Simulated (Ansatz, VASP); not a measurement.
**Cd in VASP and in Ansatz**

```xyz
4
Lattice="3.1627 0.0000 0.0000 -1.5814 2.7390 0.0000 0.0000 0.0000 10.1051" Properties=species:S:1:pos:R:3 pbc="T T T"
Cd   -1.5814    2.7390    0.0000
Cd    0.0000    0.0000    5.0525
Cd    0.0000    1.8260    2.5263
Cd    1.5814    0.9130    7.5788
```

Alike in both runs: task single point; functional PBE; k mesh 15 × 15 × 4; occupations fermi-dirac, width 0.1 eV; no spin polarisation.

|  | VASP | Ansatz |
| --- | --- | --- |
| version | VASP 6.6.1 | Ansatz 0.2.0 |
| potentials or method | VASP PAW PBE potentials, release 64 (Cd), cutoff 520 eV | plane waves (420 eV) with PAW, scalar-relativistic |
| valence electrons in the cell | 48 | 80 |

Ansatz gave:

```
pressure (GPa)                                                : 1.9
traceless stress, the component that is largest in VASP (GPa) : -0.09
```

**Question.** Estimate VASP's values.

**Answer.** Pressure (GPa): 2.1; traceless stress, the component that is largest in VASP (GPa): -0.09.

The functional is the same, so the differences come from potentials, cutoffs and numerics. VASP's potentials hold 48 valence electrons a cell and Ansatz's 80, so a difference there can come from the potentials and not from the codes.
